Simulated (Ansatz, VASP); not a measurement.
One calculation of Al, two programs

```xyz
3
Lattice="4.6751 0.0000 0.0000 -2.3375 4.0487 0.0000 0.0000 0.0000 2.9312" Properties=species:S:1:pos:R:3 pbc="T T T"
Al   -2.3375    4.0487    0.0000
Al    0.0000    2.6992    1.4656
Al    2.3375    1.3496    1.4656
```

Alike in both runs: task single point; functional BLYP; k mesh 9 × 9 × 12; occupations fermi-dirac, width 0.1 eV; no spin polarisation.

```csv
,VASP,Ansatz
version,VASP 6.6.1,Ansatz 0.2.0
potentials or method,"VASP PAW PBE potentials, release 64 (Al), cutoff 520 eV","plane waves (420 eV) with PAW, scalar-relativistic"
valence electrons in the cell,9,9
```

|  | VASP | Ansatz | Ansatz less VASP |
| --- | --- | --- | --- |
| pressure (GPa) | 0.1 | 0.0 | -0.08 |
| traceless stress, the component that is largest in VASP (GPa) | -0.65 | -0.64 | +0.014 |

VASP's potentials were made for PBE, not for BLYP. With one functional, cell and mesh, what is left measures potentials, basis and numerics.
